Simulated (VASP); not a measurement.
# MgS (P6_3/mmc) in VASP: notebook

MgS is run at these levels: PBE; tasks: single point, relaxation of cell and atoms.

All numbers are computed with VASP 6.6.1; they aren't measurements. Logs are shortened: lines on timing, memory, paths and dates and some standing lists are left out, and cuts for length are marked.

## 1. The cell of the first run

The structure is hexagonal, space group P6_3/mmc (No. 194). The conventional cell has a = 3.660 Å, b = 3.660 Å, c = 12.584 Å, α = 90.00°, β = 90.00°, γ = 120.00°. Within 3.4 Å of Mg (site symmetry -3m) lie 6 S at 2.60 Å. Within 3.5 Å of Mg (site symmetry -6m2) lie 6 S at 2.67 Å. Within 3.4 Å of S (site symmetry 3m) lie 6 Mg at 2.60 to 2.67 Å and 1 S at 3.25 Å.

## 2. Single point, PBE

Contents of INCAR:

```
SYSTEM = MgS
PREC = Accurate ; ENCUT = 520
EDIFF = 1E-6 ; ISMEAR = 0
SIGMA = 0.02 ; LREAL = .False.
LASPH = .True. ; NELM = 80
ALGO = Normal ; ISIF = 2
LWAVE = .False. ; LCHARG = .False.
GGA = PE ; NBANDS = 26
```

Contents of KPOINTS:

```
Automatic mesh
0
Gamma
  9 9 3
  0 0 0
```

Contents of POSCAR:

```
MgS
1.0
    3.6599442633      0.0000000000      0.0000000000
   -1.8299721317      3.1696047084      0.0000000000
    0.0000000000      0.0000000000     12.5839266011
Mg S
4 4
Direct
    0.0000000000      0.0000000000      0.0000000000
    0.3333333333      0.6666666667      0.2500000000
    0.0000000000      0.0000000000      0.5000000000
    0.6666666667      0.3333333333      0.7500000000
    0.6666666667      0.3333333333      0.1209255961
    0.6666666667      0.3333333333      0.3790744039
    0.3333333333      0.6666666667      0.6209255961
    0.3333333333      0.6666666667      0.8790744039
```

Potentials or basis: VASP PAW PBE potentials, release 64 (Mg, S).

Launch:

```bash
> cat potpaw_PBE.64/Mg/POTCAR potpaw_PBE.64/S/POTCAR > POTCAR
> mpirun -np 1 vasp_std > vasp.out
```

OUTCAR:

```text
SYSTEM = MgS
   PREC = Accurate
   ENCUT = 520
   EDIFF = 1E-6
   ISMEAR = 0
   LREAL = .False.
   LASPH = .True.
   NELM = 80
   ISIF = 2
   GGA = PE

 ion  position               nearest neighbor table
   1  0.000  0.000  0.000-   5 2.60   8 2.60   8 2.60   5 2.60   5 2.60   8 2.60
   2  0.333  0.667  0.250-   5 2.67   6 2.67   5 2.67   6 2.67   5 2.67   6 2.67
   3  0.000  0.000  0.500-   6 2.60   7 2.60   7 2.60   6 2.60   6 2.60   7 2.60
   4  0.667  0.333  0.750-   7 2.67   8 2.67   7 2.67   8 2.67   7 2.67   8 2.67
   5  0.667  0.333  0.121-   1 2.60   1 2.60   1 2.60   2 2.67   2 2.67   2 2.67
   6  0.667  0.333  0.379-   3 2.60   3 2.60   3 2.60   2 2.67   2 2.67   2 2.67
   7  0.333  0.667  0.621-   3 2.60   3 2.60   3 2.60   4 2.67   4 2.67   4 2.67
   8  0.333  0.667  0.879-   1 2.60   1 2.60   1 2.60   4 2.67   4 2.67   4 2.67

  LATTYP: Found a hexagonal cell.
 ALAT       =     3.6599442633
 C/A-ratio  =     3.4382836720

  Lattice vectors:

 A1 = (   3.6599442633,   0.0000000000,   0.0000000000)
 A2 = (  -1.8299721317,   3.1696047084,   0.0000000000)
 A3 = (   0.0000000000,   0.0000000000,  12.5839266011)

Analysis of symmetry for initial positions (statically):
=====================================================================
 Subroutine PRICEL returns:
 Original cell was already a primitive cell.

 Routine SETGRP: Setting up the symmetry group for a
 hexagonal supercell.

 Subroutine GETGRP returns: Found 24 space group operations
 (whereof 12 operations were pure point group operations)
 out of a pool of 24 trial point group operations.

The static configuration has the point symmetry D_3d.
 The point group associated with its full space group is D_6h.

Analysis of symmetry for dynamics (positions and initial velocities):
=====================================================================
 Subroutine PRICEL returns:
 Original cell was already a primitive cell.

 Routine SETGRP: Setting up the symmetry group for a
 hexagonal supercell.

 Subroutine GETGRP returns: Found 24 space group operations
 (whereof 12 operations were pure point group operations)
 out of a pool of 24 trial point group operations.

The dynamic configuration has the point symmetry D_3d.
 The point group associated with its full space group is D_6h.

 Subroutine INISYM returns: Found 24 space group operations
 (whereof 12 operations are pure point group operations),
 and found     1 'primitive' translations

----------------------------------------------------------------------------------------

                                     Primitive cell

  volume of cell :     145.9808

  direct lattice vectors                    reciprocal lattice vectors
     3.659944263  0.000000000  0.000000000     0.273228205  0.157748377  0.000000000
    -1.829972132  3.169604708  0.000000000     0.000000000  0.315496755  0.000000000
     0.000000000  0.000000000 12.583926601     0.000000000  0.000000000  0.079466452

  length of vectors
     3.659944263  3.659944263 12.583926601     0.315496755  0.315496755  0.079466452

  position of ions in fractional coordinates (direct lattice)
     0.000000000  0.000000000  0.000000000
     0.333333333  0.666666667  0.250000000
     0.000000000  0.000000000  0.500000000
     0.666666667  0.333333333  0.750000000
     0.666666667  0.333333333  0.120925596
     0.666666667  0.333333333  0.379074404
     0.333333333  0.666666667  0.620925596
     0.333333333  0.666666667  0.879074404

  ion indices of the primitive-cell ions
   primitive index   ion index
                 1           1
                 2           2
                 3           3
                 4           4
                 5           5
                 6           6
                 7           7
                 8           8

----------------------------------------------------------------------------------------

 KPOINTS: Automatic mesh

Automatic generation of k-mesh.
 Grid dimensions read from file:
 generate k-points for:    9    9    3

 Generating k-lattice:

  Cartesian coordinates                     Fractional coordinates (reciprocal lattice)
     0.030358689  0.017527597  0.000000000     0.111111111 -0.000000000  0.000000000
     0.000000000  0.035055195  0.000000000     0.000000000  0.111111111  0.000000000
     0.000000000  0.000000000  0.026488817     0.000000000  0.000000000  0.333333333

  Length of vectors
     0.035055195  0.035055195  0.026488817

  Shift w.r.t. Gamma in fractional coordinates (k-lattice)
     0.000000000  0.000000000  0.000000000

 Subroutine IBZKPT returns following result:
 ===========================================

 Found     24 irreducible k-points:

 Following reciprocal coordinates:
            Coordinates               Weight
  0.000000  0.000000  0.000000      1.000000
  0.111111  0.000000  0.000000      6.000000
  0.222222 -0.000000  0.000000      6.000000
  0.333333  0.000000  0.000000      6.000000
  0.444444 -0.000000  0.000000      6.000000
  0.111111  0.111111  0.000000      6.000000
[... 16 lines left out ...]
  0.333333  0.222222  0.333333     24.000000
  0.333333  0.333333  0.333333      4.000000
   k-points           NKPTS =     24   k-points in BZ     NKDIM =     24   number of bands    NBANDS=     26
   number of dos      NEDOS =    301   number of ions     NIONS =      8
   total plane-waves  NPLWV =  75264
   dimension x,y,z NGX =    28 NGY =   28 NGZ =   96
   dimension x,y,z NGXF=    56 NGYF=   56 NGZF=  192
   ions per type =               4   4
   NGX,Y,Z   is equivalent  to a cutoff of  12.72, 12.72, 12.68 a.u.
   NGXF,Y,Z  is equivalent  to a cutoff of  25.44, 25.44, 25.37 a.u.
 SYSTEM =  MgS
   PREC   = accura    normal or accurate (medium, high low for compatibility)
   ISTART =      0    job   : 0-new  1-cont  2-samecut
   ICHARG =      2    charge: 1-file 2-atom 10-const
   ISPIN  =      1    spin polarized calculation?
   LNONCOLLINEAR =      F non collinear calculations
   LSORBIT =      F    spin-orbit coupling
   LASPH  =      T    aspherical Exc in radial PAW
   ENCUT  =  520.0 eV  38.22 Ry    6.18 a.u.   6.81  6.81 23.40*2*pi/ulx,y,z
   NELM   =     80;   NELMIN=  2; NELMDL= -5     # of ELM steps
   EDIFF  = 0.1E-05   stopping-criterion for ELM
   LREAL  =      F    real-space projection
   EDIFFG = 0.1E-04   stopping-criterion for IOM
   NSW    =      0    number of steps for IOM
   IBRION =     -1    ionic relax: 0-MD 1-quasi-New 2-CG
   NFREE  =      0    steps in history (QN), initial steepest desc. (CG)
   ISIF   =      2    stress and relaxation
   ISYM   =      2    0-nonsym 1-usesym 2-fastsym
   POTIM  = 0.5000    time-step for ionic-motion
   TEBEG  =    0.0;   TEEND  =   0.0 temperature during run
   PSTRESS=    0.0 pullay stress
   NELECT =      32.0000    total number of electrons
   NUPDOWN=      -1.0000    fix difference up-down
   EMIN   =  10.00;   EMAX   =-10.00  energy-range for DOS
   EFERMI =   0.00;   METHOD = LEGACY
   ISMEAR =     0;   SIGMA  =   0.02  broadening in eV -4-tet -1-fermi 0-gaus
   EFERMI_NEDOS =   21; number of points for ismear=-14 and -15
   IALGO  =     38    algorithm
   IMIX   =      4    mixing-type and parameters
     AMIX     =   0.40;   BMIX     =  1.00
     AMIX_MAG =   1.60;   BMIX_MAG =  1.00
  volume/ion in A,a.u.               =      18.25       123.14
  Fermi-wavevector in a.u.,A,eV,Ry     =   0.987096  1.865342 13.256963  0.974359
  Thomas-Fermi vector in A             =   2.118525
   LORBIT       =      0    0 simple, 1 ext, 2 COOP (PROOUT), +10 PAW based schemes
   GGA     = PE    functional components
   LHFCALC =     F    Hartree Fock is set to
   AEXX    =    0.0000 exact exchange contribution
   IVDW    =     0    specifies the selected vdW correction
   LEPSILON=     F    determine dielectric tensor
   LRPA    =     F    only Hartree local field effects (RPA)
 non-spin polarized calculation
 Gauss-broadening in eV      SIGMA  =   0.02
  energy-cutoff  :      520.00
  volume of cell :      145.98
 maximum number of plane-waves:      3956
 NGX is ok and might be reduce to    28
   NGX = 13   NGY = 13   NGZ = 47

 number of electron      32.0000002 magnetization

 Free energy of the ion-electron system (eV)
  ---------------------------------------------------
  ext. energy  EPLUGINS =         0.00000000
  ---------------------------------------------------
  free energy    TOTEN  =       -33.09173635 eV

  energy without entropy =      -33.09173635  energy(sigma->0) =      -33.09173635

 E-fermi :   3.8307     XC(G=0):  -9.5281

 val. band max:        3.7307235102   @ k =   0.0000   0.0000   0.0000
 cond. band min:       6.0358072501   @ k =   0.4444  -0.0000   0.0000
 fundamental gap:      2.3050837398
 Fermi energy:         3.8307289672

 k-point     1 :       0.0000    0.0000    0.0000
  band No.  band energies     occupation
      1      -9.0474      2.00000
      2      -8.5442      2.00000
      3      -8.5104      2.00000
      4      -7.8350      2.00000
      5      -1.4633      2.00000
      6       0.4099      2.00000
[... 18 lines left out ...]
     25      11.2893      0.00000
     26      11.2893      0.00000

 k-point     2 :       0.1111    0.0000    0.0000
  band No.  band energies     occupation
      1      -8.9454      2.00000
      2      -8.4465      2.00000
      3      -8.4267      2.00000
      4      -7.7646      2.00000
      5      -1.3295      2.00000
      6       0.4369      2.00000
[... 18 lines left out ...]
     25      10.9955      0.00000
     26      10.9996      0.00000

 k-point     3 :       0.2222   -0.0000    0.0000
  band No.  band energies     occupation
      1      -8.6626      2.00000
      2      -8.2030      2.00000
      3      -8.1758      2.00000
      4      -7.5794      2.00000
      5      -0.9511      2.00000
      6       0.3109      2.00000
[... 572 lines left out ...]
 k-point    23 :       0.3333    0.2222    0.3333
  band No.  band energies     occupation
      1      -7.7942      2.00000
      2      -7.7297      2.00000
      3      -7.3088      2.00000
      4      -7.2277      2.00000
      5      -0.6094      2.00000
      6      -0.4476      2.00000
[... 18 lines left out ...]
     25      11.0334      0.00000
     26      11.3292      0.00000

 k-point    24 :       0.3333    0.3333    0.3333
  band No.  band energies     occupation
      1      -7.6844      2.00000
      2      -7.6844      2.00000
      3      -7.2162      2.00000
      4      -7.2162      2.00000
      5      -0.2314      2.00000
      6      -0.0980      2.00000
[... 18 lines left out ...]
     25      11.8675      0.00000
     26      11.8675      0.00000

------------------------ aborting loop because EDIFF is reached ----------------------------------------

  FORCE on cell =-STRESS in cart. coord.  units (eV):
  Direction    XX          YY          ZZ          XY          YZ          ZX
  --------------------------------------------------------------------------------------
  -------------------------------------------------------------------------------------
  Total       -0.2516197     -0.2516197     -0.2584617      0.0000000      0.0000000     -0.0000000
  in kB       -2.7615921     -2.7615921     -2.8366842      0.0000000      0.0000000     -0.0000000
  external PRESSURE =      -2.7866228 kB  Pullay stress =       0.0000000 kB

 VOLUME and BASIS-vectors are now :
 -----------------------------------------------------------------------------
  energy-cutoff  :      520.00
  volume of cell :      145.98
      direct lattice vectors                 reciprocal lattice vectors
     3.659944263  0.000000000  0.000000000     0.273228205  0.157748377  0.000000000
    -1.829972132  3.169604708  0.000000000     0.000000000  0.315496755  0.000000000
     0.000000000  0.000000000 12.583926601     0.000000000  0.000000000  0.079466452

 POSITION                                       TOTAL-FORCE (eV/Angst)
 -----------------------------------------------------------------------------------
      0.00000      0.00000      0.00000        -0.000000      0.000000      0.000000
     -0.00000      2.11307      3.14598         0.000000     -0.000000     -0.000000
      0.00000      0.00000      6.29196        -0.000000      0.000000      0.000000
      1.82997      1.05653      9.43794        -0.000000      0.000000     -0.000000
      1.82997      1.05653      1.52172         0.000000      0.000000     -0.000985
      1.82997      1.05653      4.77024        -0.000000      0.000000      0.000985
     -0.00000      2.11307      7.81368         0.000000      0.000000     -0.000985
     -0.00000      2.11307     11.06221         0.000000     -0.000000      0.000985
 -----------------------------------------------------------------------------------
    total drift:                                0.000000     -0.000000      0.000000

  FREE ENERGIE OF THE ION-ELECTRON SYSTEM (eV)
  ---------------------------------------------------
  free  energy   TOTEN  =       -33.0917363477 eV

  energy  without entropy=      -33.0917363477  energy(sigma->0) =      -33.09173635
```

Run time: 44 s. Hardware: 1 thread of Intel Xeon 6975P-C (Granite Rapids), shared host; peak memory 0.28 GiB.

What came out:

```yaml
Free_energy: -33.0917 eV
Pressure: -0.3 GPa
Band_gap_on_the_k_mesh: 2.31 eV (least direct gap 2.71 eV)
```

Caveat: an odd mesh through Γ misses points on the zone boundary, where band edges can lie.

(Part 1 of 3 ends here.)
